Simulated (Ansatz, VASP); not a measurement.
## One calculation of GaN, two programs

Contents of POSCAR:

```
GaN
1.0
    4.5070012150      0.0000000000      0.0000000000
    0.0000000000     -4.5070012150      0.0000000000
    0.0000000000      0.0000000000     -4.5070012150
Ga N
4 4
Direct
    0.0000000000      0.5000000000      0.5000000000
    0.5000000000      0.0000000000      0.5000000000
    0.5000000000      0.5000000000      0.0000000000
    0.0000000000      0.0000000000      0.0000000000
    0.7500000000      0.7500000000      0.7500000000
    0.2500000000      0.2500000000      0.7500000000
    0.2500000000      0.7500000000      0.2500000000
    0.7500000000      0.2500000000      0.2500000000
```

Contents of INCAR.step1:

```
PREC     = Accurate       # precision mode
ENCUT    = 520            # plane-wave cutoff, eV
ISMEAR   = 0              # smearing method
SIGMA    = 0.2            # smearing width, eV
LREAL    = False          # projectors in reciprocal space
LASPH    = True           # aspherical terms in the spheres
NELM     = 80             # most SCF steps
NBANDS   = 46             # bands
GGA      = PE             # functional
ALGO     = Normal         # electronic algorithm
EDIFF    = 1E-4           # SCF threshold, eV
LWAVE    = True           # write WAVECAR
LCHARG   = False          # write CHGCAR
```

Contents of INCAR.step2:

```
PREC     = Accurate       # precision mode
ENCUT    = 520            # plane-wave cutoff, eV
EDIFF    = 1E-6           # SCF threshold, eV
ISMEAR   = 0              # smearing method
SIGMA    = 0.2            # smearing width, eV
LREAL    = False          # projectors in reciprocal space
LASPH    = True           # aspherical terms in the spheres
NELM     = 80             # most SCF steps
ALGO     = Normal         # electronic algorithm
ISIF     = 2              # what is computed and relaxed
LWAVE    = False          # write WAVECAR
LCHARG   = False          # write CHGCAR
METAGGA  = R2SCAN         # meta-GGA
LMIXTAU  = True         
NBANDS   = 46             # bands
ISTART   = 1
```

The input KPOINTS:

```
regular mesh
0
Gamma
  6 6 6
```

Input for Ansatz:

```yaml
crystal:
  lattice:
    - [4.507001215, 0.0, 0.0]
    - [0.0, -4.507001215, 0.0]
    - [0.0, 0.0, -4.507001215]
  atoms:
    - { symbol: Ga, position: [0.0, 0.5, 0.5] }
    - { symbol: Ga, position: [0.5, 0.0, 0.5] }
    - { symbol: Ga, position: [0.5, 0.5, 0.0] }
    - { symbol: Ga, position: [0.0, 0.0, 0.0] }
    - { symbol: "N", position: [0.75, 0.75, 0.75] }
    - { symbol: "N", position: [0.25, 0.25, 0.75] }
    - { symbol: "N", position: [0.25, 0.75, 0.25] }
    - { symbol: "N", position: [0.75, 0.25, 0.25] }
basis:
  ecutwfc: 500
kpoints:
  mp_grid: { grid: [6, 6, 6] }
hamiltonian:
  xc: r2scan
scf:
  occupations: { method: gaussian, width: 0.2 }
output:
  forces: true
  stress: true
  eigenvalues: true
```

Alike in both runs: task single point; functional r2SCAN; k mesh 6 × 6 × 6; occupations gaussian, width 0.2 eV; no spin polarisation.

```csv
,VASP,Ansatz
version,VASP 6.6.1,Ansatz 0.2.0
potentials or method,"VASP PAW PBE potentials, release 64 (Ga_d, N), cutoff 520 eV","scalar-relativistic, plane waves, PAW"
valence electrons in the cell,72,72
```

|  | VASP | Ansatz | Ansatz less VASP |
| --- | --- | --- | --- |
| gap on the k mesh at the Fermi level (eV) | 2.12 | 2.13 | +0.008 |
| least direct gap on the mesh (eV) | 2.12 | 2.13 | +0.008 |
| pressure (GPa) | -0.3 | -1.2 | -0.92 |

VASP's potentials were made for PBE, not for r2SCAN. With one functional, cell and mesh, what is left measures potentials, basis and numerics.
